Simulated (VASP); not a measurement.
Set up this calculation in VASP 6.6.1, as the native input.

```
Task                   : single point
Functional             : PBEsol
Dispersion             : D3(BJ)
Potentials or basis    : VASP PAW PBE potentials, release 64 (Al)
Cutoff                 : 520 eV
k mesh                 : 18 × 18 × 6
Occupations            : gaussian, width 0.15 eV
Spin                   : no spin polarisation
Dipole correction      : no
Further INCAR settings : ALGO = Normal; EDIFF = 1e-06; NBANDS = 14
```

The structure of Al lies in POSCAR:

```
Al
1.0
    2.6047000000      0.0000000000      0.0000000000
   -1.3023500000      2.2557363693      0.0000000000
    0.0000000000      0.0000000000      7.8684000000
Al
4
Direct
    0.0000000000      0.0000000000      0.0000000000
    0.3333333333      0.6666666667      0.2500000000
    0.0000000000      0.0000000000      0.5000000000
    0.6666666667      0.3333333333      0.7500000000
```

These files were run (other wordings do the same):

INCAR

```
PREC = Accurate ; ENCUT = 520
EDIFF = 1E-6 ; ISMEAR = 0
SIGMA = 0.15 ; LREAL = F
LASPH = T ; NELM = 80
ALGO = Normal ; ISIF = 2
LWAVE = F ; LCHARG = F
GGA = PS ; IVDW = 12
NBANDS = 14
```

KPOINTS

```
regular mesh
0
Gamma
  18 18 6
```

Potentials or basis: VASP PAW PBE potentials, release 64 (Al).

Run with:

```bash
$ cat potpaw_PBE.64/Al/POTCAR > POTCAR
$ mpirun -np 1 vasp_std > vasp.out
```

Results of the run:

```
Pressure                   : 52.8 GPa
Band gap on the k mesh     : zero (band 6 reaches 18.17 eV, above the bottom of band 7 at 10.15 eV)
Dispersion energy per atom : -0.455 eV
```

Caveat: the PAW data sets were made with another functional, which shifts forces and pressure a little; pairwise dispersion overbinds metals, which lowers pressure and volume.

Run time: 35 s on 1 thread of AMD EPYC 9R45 96-Core Processor (Zen 5), on a shared host, peak memory 0.18 GiB.
